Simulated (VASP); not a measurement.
Runs of VASP 6.6.1 on BiTe3. The structure is that of space group P6/mmm (No. 191), or close to it. The cells are those of the table. 

```csv
task,cell,k mesh,cutoff (eV),gap on the mesh (eV),pressure (GPa),relaxed volume (Å³/atom)
single point,"a = 5.671, b = 5.671, c = 6.004 Å, angles 90.0, 90.0, 120.0°, 4 atoms",12 × 12 × 8,520,none,-0.1,-
relaxation of cell and atoms,"relaxed from a = 4.485, b = 4.485, c = 8.278 Å, angles 90.0, 90.0, 120.0°, 4 atoms",6 × 6 × 2,600,none,0.0,43.28
single point,"a = 4.485, b = 4.485, c = 8.278 Å, angles 90.0, 90.0, 120.0°, 4 atoms",6 × 6 × 2,520,none,(a),-
single point,"a = 5.656, b = 5.656, c = 5.994 Å, angles 90.0, 90.0, 120.0°, 4 atoms",6 × 6 × 4,520,none,0.2,-
single point,"a = 5.621, b = 5.621, c = 6.314 Å, angles 90.0, 90.0, 120.0°, 4 atoms",6 × 6 × 2,520,none,0.1,-
relaxation of cell and atoms,"relaxed from a = 5.621, b = 5.621, c = 6.314 Å, angles 90.0, 90.0, 120.0°, 4 atoms",6 × 6 × 4,600,none,0.1,(b)
```

Alike in all rows: level PBE; potentials or basis VASP PAW PBE potentials, release 64 (Bi_d, Te); no spin polarisation; smearing gaussian 0.1 eV.

Task: Fill in the values left out.

Result: (a) 39.3; (b) 41.74.

Caveats: some runs use coarse meshes; spin-orbit coupling is left out, which moves the levels of the heavy elements; this functional lacks dispersion, which binds the layers, so the pressure and a relaxed spacing across them are unreliable (some runs); the volume moved by over 15 % at a fixed basis, so the end points are rough (some runs).

A k mesh can miss the band edges, and the runs leave out spin-orbit coupling on Bi, Te.

A gap of «none» marks levels without a gap at the run's occupations.
